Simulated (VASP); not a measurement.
# V (I4_1/amd) in VASP: further runs

Runs on V. Level: PBEsol. Tasks: relaxation of cell and atoms.

All numbers are computed with VASP 6.6.1; they aren't measurements. Logs are shortened: lines on timing, memory, paths and dates and some standing lists are left out, and cuts for length are marked.

## (1) The cell of the first run

It takes space group I4_1/amd (No. 141, tetragonal). The conventional cell has a = 3.993 Å, b = 3.993 Å, c = 2.302 Å, α = 90.00°, β = 90.00°, γ = 90.00°. V (site symmetry -4m2) has 10 V at 2.08 to 2.64 Å within 2.8 Å.

## (2) Relaxation of cell and atoms, PBEsol, target pressure 130 GPa, at which the enthalpy is minimised

Input file INCAR:

```
  ALGO = Normal
  EDIFF = 1E-6
  EDIFFG = -0.005
  ENCUT = 600
  GGA = PS
  IBRION = 2
  ISIF = 3
  ISMEAR = -1
  LASPH = T
  LCHARG = F
  LREAL = F
  LWAVE = F
  NELM = 100
  NSW = 32
  PREC = Accurate
  PSTRESS = 1300.0
  SIGMA = 0.05
```

Input file KPOINTS:

```
k-points
0
Gamma
  19 19 19
```

Input file POSCAR:

```
V
1.0
   -1.9963424745      1.9963424745      1.1508835287
    1.9963424745     -1.9963424745      1.1508835287
    1.9963424745      1.9963424745     -1.1508835287
V
2
Direct
   -0.3750000000     -0.1250000000     -0.2500000000
    0.3750000000      0.1250000000      0.2500000000
```

Potentials or basis: VASP PAW PBE potentials, release 64 (V_sv).

Command:

```console
> cat potpaw_PBE.64/V_sv/POTCAR > POTCAR
> mpirun -np 1 vasp_std > vasp.out
```

OUTCAR:

```text
EDIFF = 1E-6
   EDIFFG = -0.005
   ENCUT = 600
   GGA = PS
   IBRION = 2
   ISIF = 3
   ISMEAR = -1
   LASPH = T
   LREAL = F
   NELM = 100
   NSW = 32
   PREC = Accurate
   PSTRESS = 1300.0

 ion  position               nearest neighbor table
   1  0.625  0.875  0.750-   2 2.08   2 2.08   2 2.08   2 2.08   2 2.64   2 2.64   2 2.64   2 2.64

   2  0.375  0.125  0.250-   1 2.08   1 2.08   1 2.08   1 2.08   1 2.64   1 2.64   1 2.64   1 2.64

  LATTYP: Found a body centered tetragonal cell.
 ALAT       =     3.9926849490
 C/A-ratio  =     0.5764960388

  Lattice vectors:

 A1 = (  -1.9963424745,   1.9963424745,   1.1508835287)
 A2 = (   1.9963424745,  -1.9963424745,   1.1508835287)
 A3 = (   1.9963424745,   1.9963424745,  -1.1508835287)

Analysis of symmetry for initial positions (statically):
=====================================================================
 Subroutine PRICEL returns:
 Original cell was already a primitive cell.

 Routine SETGRP: Setting up the symmetry group for a
 body centered tetragonal supercell.

 Subroutine GETGRP returns: Found 16 space group operations
 (whereof  4 operations were pure point group operations)
 out of a pool of 16 trial point group operations.

The static configuration has the point symmetry C_2h.
 The point group associated with its full space group is D_4h.

Analysis of symmetry for dynamics (positions and initial velocities):
=====================================================================
 Subroutine PRICEL returns:
 Original cell was already a primitive cell.

 Routine SETGRP: Setting up the symmetry group for a
 body centered tetragonal supercell.

 Subroutine GETGRP returns: Found 16 space group operations
 (whereof  4 operations were pure point group operations)
 out of a pool of 16 trial point group operations.

The dynamic configuration has the point symmetry C_2h.
 The point group associated with its full space group is D_4h.

 Subroutine INISYM returns: Found 16 space group operations
 (whereof  4 operations are pure point group operations),
 and found     1 'primitive' translations

----------------------------------------------------------------------------------------

                                     Primitive cell

  volume of cell :      18.3468

  direct lattice vectors                    reciprocal lattice vectors
    -1.996342475  1.996342475  1.150883529     0.000000000  0.250458028  0.434448828
     1.996342475 -1.996342475  1.150883529     0.250458028  0.000000000  0.434448828
     1.996342475  1.996342475 -1.150883529     0.250458028  0.250458028  0.000000000

  length of vectors
     3.048819353  3.048819353  3.048819353     0.501472839  0.501472839  0.354201140

  position of ions in fractional coordinates (direct lattice)
     0.625000000  0.875000000  0.750000000
     0.375000000  0.125000000  0.250000000

  ion indices of the primitive-cell ions
   primitive index   ion index
                 1           1
                 2           2

----------------------------------------------------------------------------------------

 KPOINTS: k-points

Automatic generation of k-mesh.
 Grid dimensions read from file:
 generate k-points for:   19   19   19

 Generating k-lattice:

  Cartesian coordinates                     Fractional coordinates (reciprocal lattice)
     0.000000000  0.013182001  0.022865728     0.052631579  0.000000000  0.000000000
     0.013182001  0.000000000  0.022865728     0.000000000  0.052631579  0.000000000
     0.013182001  0.013182001  0.000000000     0.000000000  0.000000000  0.052631579

  Length of vectors
     0.026393307  0.026393307  0.018642165

  Shift w.r.t. Gamma in fractional coordinates (k-lattice)
     0.000000000  0.000000000  0.000000000

 Subroutine IBZKPT returns following result:
 ===========================================

 Found    550 irreducible k-points:

 Following reciprocal coordinates:
            Coordinates               Weight
  0.000000  0.000000  0.000000      1.000000
  0.052632  0.000000 -0.000000      8.000000
  0.105263  0.000000 -0.000000      8.000000
  0.157895  0.000000 -0.000000      8.000000
  0.210526  0.000000  0.000000      8.000000
  0.263158  0.000000 -0.000000      8.000000
[... 16 lines left out ...]
 -0.315789  0.052632  0.000000     16.000000
 -0.263158  0.052632  0.000000     16.000000
 [... further k-points ...]
   k-points           NKPTS =    550   k-points in BZ     NKDIM =    550   number of bands    NBANDS=     17
   number of dos      NEDOS =    301   number of ions     NIONS =      2
   total plane-waves  NPLWV =  13824
   dimension x,y,z NGX =    24 NGY =   24 NGZ =   24
   dimension x,y,z NGXF=    48 NGYF=   48 NGZF=   48
   ions per type =               2
   NGX,Y,Z   is equivalent  to a cutoff of  13.09, 13.09, 13.09 a.u.
   NGXF,Y,Z  is equivalent  to a cutoff of  26.17, 26.17, 26.17 a.u.
 SYSTEM =  unknown system
   PREC   = accura    normal or accurate (medium, high low for compatibility)
   ISTART =      0    job   : 0-new  1-cont  2-samecut
   ICHARG =      2    charge: 1-file 2-atom 10-const
   ISPIN  =      1    spin polarized calculation?
   LNONCOLLINEAR =      F non collinear calculations
   LSORBIT =      F    spin-orbit coupling
   LASPH  =      T    aspherical Exc in radial PAW
   ENCUT  =  600.0 eV  44.10 Ry    6.64 a.u.   6.09  6.09  6.09*2*pi/ulx,y,z
   NELM   =    100;   NELMIN=  2; NELMDL= -5     # of ELM steps
   EDIFF  = 0.1E-05   stopping-criterion for ELM
   LREAL  =      F    real-space projection
   EDIFFG = -.5E-02   stopping-criterion for IOM
   NSW    =     32    number of steps for IOM
   IBRION =      2    ionic relax: 0-MD 1-quasi-New 2-CG
   NFREE  =      1    steps in history (QN), initial steepest desc. (CG)
   ISIF   =      3    stress and relaxation
   ISYM   =      2    0-nonsym 1-usesym 2-fastsym
   POTIM  = 0.5000    time-step for ionic-motion
   TEBEG  =    0.0;   TEEND  =   0.0 temperature during run
   PSTRESS= 1300.0 pullay stress
   NELECT =      26.0000    total number of electrons
   NUPDOWN=      -1.0000    fix difference up-down
   EMIN   =  10.00;   EMAX   =-10.00  energy-range for DOS
   EFERMI =   0.00;   METHOD = LEGACY
   ISMEAR =    -1;   SIGMA  =   0.05  broadening in eV -4-tet -1-fermi 0-gaus
   EFERMI_NEDOS =   21; number of points for ismear=-14 and -15
   IALGO  =     38    algorithm
   IMIX   =      4    mixing-type and parameters
     AMIX     =   0.40;   BMIX     =  1.00
     AMIX_MAG =   1.60;   BMIX_MAG =  1.00
  volume/ion in A,a.u.               =       9.17        61.91
  Fermi-wavevector in a.u.,A,eV,Ry     =   1.838846  3.474916 46.006144  3.381356
  Thomas-Fermi vector in A             =   2.891523
   LORBIT       =      0    0 simple, 1 ext, 2 COOP (PROOUT), +10 PAW based schemes
   GGA     = PS    functional components
   LHFCALC =     F    Hartree Fock is set to
   AEXX    =    0.0000 exact exchange contribution
   IVDW    =     0    specifies the selected vdW correction
   LEPSILON=     F    determine dielectric tensor
   LRPA    =     F    only Hartree local field effects (RPA)
 conjugate gradient relaxation of ions
 non-spin polarized calculation
  energy-cutoff  :      600.00
  volume of cell :       18.35
 maximum number of plane-waves:       630
   NGX = 13   NGY = 13   NGZ = 13

--------------------------------------- Ionic step        1  -------------------------------------------

 number of electron      25.9999992 magnetization

 Free energy of the ion-electron system (eV)
  ---------------------------------------------------
  ext. energy  EPLUGINS =         0.00000000
  ---------------------------------------------------
  free energy    TOTEN  =       -15.67122073 eV

  energy without entropy =      -15.66142669  energy(sigma->0) =      -15.66632371

------------------------ aborting loop because EDIFF is reached ----------------------------------------

  FORCE on cell =-STRESS in cart. coord.  units (eV):
  Direction    XX          YY          ZZ          XY          YZ          ZX
  --------------------------------------------------------------------------------------
  -------------------------------------------------------------------------------------
  Total       15.5521747     15.5521747     15.1955230      0.0000000      0.0000000      0.0000000
  in kB     1358.1265753   1358.1265753   1326.9812153      0.0000000      0.0000000      0.0000000
  external PRESSURE =      47.7447886 kB  Pullay stress =    1300.0000000 kB
[... 213 lines left out ...]
  enthalpy is  TOTEN    =        -0.7875700964 eV   P V=       15.0021022581

--------------------------------------- Ionic step        7  -------------------------------------------

 number of electron      25.9999987 magnetization

 Free energy of the ion-electron system (eV)
  ---------------------------------------------------
  ext. energy  EPLUGINS =         0.00000000
  ---------------------------------------------------
  free energy    TOTEN  =       -15.78986790 eV

  energy without entropy =      -15.77937349  energy(sigma->0) =      -15.78462070

 E-fermi :  15.7045     XC(G=0): -15.1953

 val. band max:       15.7034665172   @ k =  -0.3158   0.3684   0.2632
 cond. band min:      15.7046878906   @ k =  -0.1053   0.2632   0.0526
 fundamental gap:      0.0012213733
 Fermi energy:        15.7045004181

 k-point     1 :       0.0000    0.0000    0.0000
  band No.  band energies     occupation
      1     -48.6770      2.00000
      2     -46.9732      2.00000
      3     -23.3024      2.00000
      4     -23.3024      2.00000
      5     -20.8659      2.00000
      6     -20.8219      2.00000
[... 9 lines left out ...]
     16      17.9293      0.00000
     17      17.9293      0.00000
[... 443 lines left out ...]
      1     -48.3560      2.00000
      2     -47.0563      2.00000
      3     -23.2760      2.00000
      4     -22.8171      2.00000
      5     -21.7659      2.00000
      6     -21.4490      2.00000
[... 9 lines left out ...]
     16      18.0846      0.00000
     17      18.4278      0.00000

 [... further k-points ...]
[... 5 lines left out ...]
  --------------------------------------------------------------------------------------
  -------------------------------------------------------------------------------------
  Total       15.0073548     15.0073548     15.0025551      0.0000000      0.0000000     -0.0000000
  in kB     1300.4381801   1300.4381801   1300.0222751      0.0000000      0.0000000     -0.0000000
  external PRESSURE =       0.2995451 kB  Pullay stress =    1300.0000000 kB
[... 17 lines left out ...]
  FREE ENERGIE OF THE ION-ELECTRON SYSTEM (eV)
  ---------------------------------------------------
  free  energy   TOTEN  =       -15.7898679048 eV

  energy  without entropy=      -15.7793734875  energy(sigma->0) =      -15.78462070

  enthalpy is  TOTEN    =        -0.7875698227 eV   P V=       15.0022980821

 reached required accuracy - stopping structural energy minimisation
```

Run time: 5 min. Hardware: 1 thread of Intel Xeon Platinum 8488C (Sapphire Rapids), shared host; peak memory 0.29 GiB.

Results:

```yaml
Free_energy: -15.7899 eV
Relaxed_volume: 9.24 Å³/atom
Relaxed_cell: a = 3.060 Å, b = 3.060 Å, c = 3.060 Å, α = 98.10°, β = 98.10°, γ = 135.90°
Space_group_after_relaxing_to_0.1_Å: I4_1/amd (No. 141)
Energy_change_on_relaxing_the_run_minimises_the_enthalpy: -59.3 meV/atom
Ionic_steps: 7
Pressure_after_relaxing: 130.0 GPa
Band_gap_on_the_k_mesh: zero (bands 13 and 14 overlap by 1.48 eV)
```

The path:
```csv
step,energy change (eV),largest force (eV/Å),pressure (GPa),volume (Å³)
1,0.0000,0.0000,134.77,18.35
2,-0.5655,0.0000,112.05,19.08
3,-0.1296,0.0000,129.60,18.50
4,-0.1270,0.0000,129.72,18.50
5,-0.1171,0.0000,130.13,18.49
6,-0.1185,0.0000,130.08,18.49
7,-0.1186,0.0000,130.03,18.49
```

Final structure:
```cif
data_structure
_symmetry_space_group_name_H-M 'P 1'
_symmetry_Int_Tables_number 1
_cell_length_a 3.0604
_cell_length_b 3.0604
_cell_length_c 3.0604
_cell_angle_alpha 98.103
_cell_angle_beta 98.103
_cell_angle_gamma 135.898
_cell_volume 18.49
loop_
_atom_site_label
_atom_site_type_symbol
_atom_site_fract_x
_atom_site_fract_y
_atom_site_fract_z
_atom_site_occupancy
V1 V 0.62500 0.87500 0.75000 1
V2 V 0.37500 0.12500 0.25000 1
```

Caveat: the cell is relaxed towards a set pressure, so the run minimises the enthalpy, not the energy; atoms lie so close that the PAW spheres overlap strongly, which falsifies energies and pressures; the PAW data sets were made with another functional, which shifts forces and pressure a little.

## (3) Relaxation of cell and atoms, PBEsol, target pressure 130 GPa, at which the enthalpy is minimised

This run uses another cell than the first one, of 9.24 Å³/atom.

Input file INCAR:

```
SYSTEM = V
ALGO     = Normal         ! electronic algorithm
EDIFF    = 1E-6           ! SCF threshold, eV
EDIFFG   = -0.005         ! ionic threshold
ENCUT    = 600            ! plane-wave cutoff, eV
GGA      = PS             ! functional
IBRION   = 2              ! ionic algorithm
ISIF     = 3              ! what is computed and relaxed
ISMEAR   = -1             ! smearing method
LASPH    = .True.         ! aspherical terms in the spheres
LCHARG   = .False.        ! write CHGCAR
LREAL    = .False.        ! projectors in reciprocal space
LWAVE    = .False.        ! write WAVECAR
NELM     = 60             ! most SCF steps
NSW      = 60             ! ionic steps
PREC     = Accurate       ! precision mode
PSTRESS  = 1300.0       
SIGMA    = 0.05           ! smearing width, eV
```

Input file KPOINTS:

```
k-points
0
Gamma
  19 19 19
  0 0 0
```

Input file POSCAR:

```
V
1.0
   -2.0328428343      2.0328428343      1.1180635589
    2.0328428343     -2.0328428343      1.1180635589
    2.0328428343      2.0328428343     -1.1180635589
V
2
Direct
   -0.3750000000     -0.1250000000     -0.2500000000
    0.3750000000      0.1250000000      0.2500000000
```

Potentials or basis: VASP PAW PBE potentials, release 64 (V_sv).

Command:

```console
> cat potpaw_PBE.64/V_sv/POTCAR > POTCAR
> mpirun -np 1 vasp_std > vasp.out
```

Run time: 11 min. Hardware: 1 thread of Intel Xeon Platinum 8488C (Sapphire Rapids), shared host; peak memory 0.32 GiB.

Results (log left out):

```yaml
Free_energy: -15.7918 eV
Relaxed_volume: 9.25 Å³/atom
Relaxed_cell: a = 3.060 Å, b = 3.060 Å, c = 3.060 Å, α = 98.11°, β = 98.11°, γ = 135.89°
Space_group_after_relaxing_to_0.1_Å: I4_1/amd (No. 141)
Energy_change_on_relaxing_the_run_minimises_the_enthalpy: -18.0 meV/atom
Ionic_steps: 6
Pressure_after_relaxing: 130.0 GPa
Band_gap_on_the_k_mesh: zero (bands 13 and 14 overlap by 1.48 eV)
```

Stress tensor (GPa, compression positive):
```
130.02   0.00   0.00
  0.00 130.02   0.00
  0.00   0.00 129.94
```

Step by step:
| step | energy change (eV) | largest force (eV/Å) | pressure (GPa) | volume (Å³) |
| --- | --- | --- | --- | --- |
| 1 | 0.0000 | 0.0000 | 130.99 | 18.48 |
| 2 | -0.1381 | 0.0000 | 125.78 | 18.62 |
| 3 | -0.1203 | 0.0000 | 126.60 | 18.60 |
| 4 | 0.2858 | 0.0000 | 142.79 | 18.11 |
| 5 | -0.0376 | 0.0000 | 129.92 | 18.49 |
| 6 | -0.0359 | 0.0000 | 129.99 | 18.49 |

Final structure:
```
CELL_PARAMETERS angstrom
-2.00566 2.00566 1.14920
2.00566 -2.00566 1.14920
2.00566 2.00566 -1.14920
ATOMIC_POSITIONS crystal
V 0.62500 0.87500 0.75000
V 0.37500 0.12500 0.25000
```

Levels at points of the mesh, in eV from the Fermi level:
```csv
k point,band 9,band 10,band 11,band 12,band 13,band 14,band 15,band 16,band 17
"(0.00, 0.00, 0.00)",-7.45,-6.91,-3.43,-2.49,-1.50,2.08,2.08,2.22,2.22
```

Caveat: the cell is relaxed towards a set pressure, so the run minimises the enthalpy, not the energy; atoms lie so close that the PAW spheres overlap strongly, which falsifies energies and pressures; the PAW data sets were made with another functional, which shifts forces and pressure a little.
